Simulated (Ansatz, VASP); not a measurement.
One calculation of Al, two programs

INCAR

```
PREC = Accurate ; ENCUT = 520
EDIFF = 1E-6 ; ISMEAR = 0
SIGMA = 0.15 ; LREAL = F
LASPH = T ; NELM = 80
ALGO = Fast ; ISIF = 2
LWAVE = F ; LCHARG = T
GGA = PE ; IVDW = 12
LELF = T ; LVHAR = T
NBANDS = 14
```

Contents of KPOINTS:

```
regular mesh
0
Gamma
  18 18 6
```

Contents of POSCAR:

```
Al
1.0
    2.9503179958      0.0000000000      0.0000000000
   -1.4751589979      2.5550503336      0.0000000000
    0.0000000000      0.0000000000      9.0849142043
Al
4
Direct
    0.0000000000      0.0000000000      0.0000000000
    0.3333333333      0.6666666667      0.2500000000
    0.0000000000      0.0000000000      0.5000000000
    0.6666666667      0.3333333333      0.7500000000
```

Input for Ansatz:

```yaml
crystal:
  lattice:
    - [2.9503179958, 0.0, 0.0]
    - [-1.4751589979, 2.5550503336, 0.0]
    - [0.0, 0.0, 9.0849142043]
  atoms:
    - { symbol: Al, position: [0.0, 0.0, 0.0] }
    - { symbol: Al, position: [0.3333333333, 0.6666666667, 0.25] }
    - { symbol: Al, position: [0.0, 0.0, 0.5] }
    - { symbol: Al, position: [0.6666666667, 0.3333333333, 0.75] }
basis:
  ecutwfc: 420
kpoints:
  mp_grid: { grid: [18, 18, 6] }
hamiltonian:
  xc: pbe
  dispersion: d3bj
scf:
  occupations: { method: gaussian, width: 0.15 }
output:
  forces: true
  stress: true
  eigenvalues: true
```

Alike in both runs: task single point; functional PBE; dispersion D3(BJ); k mesh 18 × 18 × 6; occupations gaussian, width 0.15 eV; no spin polarisation.

|  | VASP | Ansatz |
| --- | --- | --- |
| version | VASP 6.6.1 | Ansatz 0.2.0 |
| potentials or method | VASP PAW PBE potentials, release 64 (Al), cutoff 520 eV | scalar-relativistic, plane waves, PAW |
| valence electrons in the cell | 12 | 12 |

```tsv
	VASP	Ansatz	Ansatz less VASP
gap on the k mesh at the Fermi level (eV)	none	none	-
pressure (GPa)	-5.2	-5.2	+0.03
traceless stress, the component that is largest in VASP (GPa)	2.03	2.04	+0.007
```

A gap of «none» marks a metal or a gap that the smearing closes.
